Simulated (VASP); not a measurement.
Set up this calculation in VASP 6.6.1, as the native input.

* Task: single point
* Functional: r2SCAN
* Potentials or basis: VASP PAW PBE potentials, release 64 (Na_pv, I)
* Cutoff: 520 eV
* k mesh: 6 × 6 × 6
* Occupations: gaussian, width 0.01 eV
* Spin: no spin polarisation
* Dipole correction: no
* Further INCAR settings: ALGO = Normal; EDIFF = 1e-06; NBANDS = 14

NaI:

```
CELL_PARAMETERS angstrom
0.00000 3.23335 3.24952
3.23335 0.00000 3.24952
3.23335 3.23335 0.00000
ATOMIC_POSITIONS crystal
Na 0.00000 0.00000 0.00000
I 0.50000 0.50000 0.50000
```

This cell differs from its parent crystal: z stretched by +0.5 %, x and y held.

These files were run (other wordings do the same):

POSCAR

```
NaI
1.0
    0.0000000000      3.2333530289      3.2495197941
    3.2333530289      0.0000000000      3.2495197941
    3.2333530289      3.2333530289      0.0000000000
Na I
1 1
Direct
    0.0000000000      0.0000000000      0.0000000000
    0.5000000000      0.5000000000      0.5000000000
```

INCAR.step1

```
SYSTEM = NaI
  ALGO = Normal
  EDIFF = 1E-4
  ENCUT = 520
  GGA = PE
  ISMEAR = 0
  LASPH = .TRUE.
  LCHARG = .FALSE.
  LREAL = .FALSE.
  LWAVE = .TRUE.
  NBANDS = 14
  NELM = 80
  PREC = Accurate
  SIGMA = 0.01
```

INCAR.step2

```
SYSTEM = NaI
  ALGO = Normal
  EDIFF = 1E-6
  ENCUT = 520
  ISIF = 2
  ISMEAR = 0
  ISTART = 1
  LASPH = .TRUE.
  LCHARG = .FALSE.
  LMIXTAU = .TRUE.
  LREAL = .FALSE.
  LWAVE = .FALSE.
  METAGGA = R2SCAN
  NBANDS = 14
  NELM = 80
  PREC = Accurate
  SIGMA = 0.01
```

KPOINTS

```
k-points
0
G
  6 6 6
  0 0 0
```

Potentials or basis: VASP PAW PBE potentials, release 64 (Na_pv, I).

The run is started by

```console
$ cat potpaw_PBE.64/Na_pv/POTCAR potpaw_PBE.64/I/POTCAR > POTCAR
$ cp INCAR.step1 INCAR
$ mpirun -np 1 vasp_std > vasp.out
$ cp INCAR.step2 INCAR
$ mpirun -np 1 vasp_std > vasp.out
```

Results of the run:

```yaml
Pressure: -0.2 GPa
Band_gap_on_the_k_mesh: 4.43 eV
```

Caveat: the cell differs from its parent crystal (z stretched by +0.5 %, x and y held); the PAW data sets were made with another functional, which shifts forces and pressure a little; spin-orbit coupling is left out, which moves the levels of the heavy elements.

Wall time 88 s on 1 thread of AMD EPYC 9R45 96-Core Processor (Zen 5), on a shared host, peak memory 0.19 GiB.
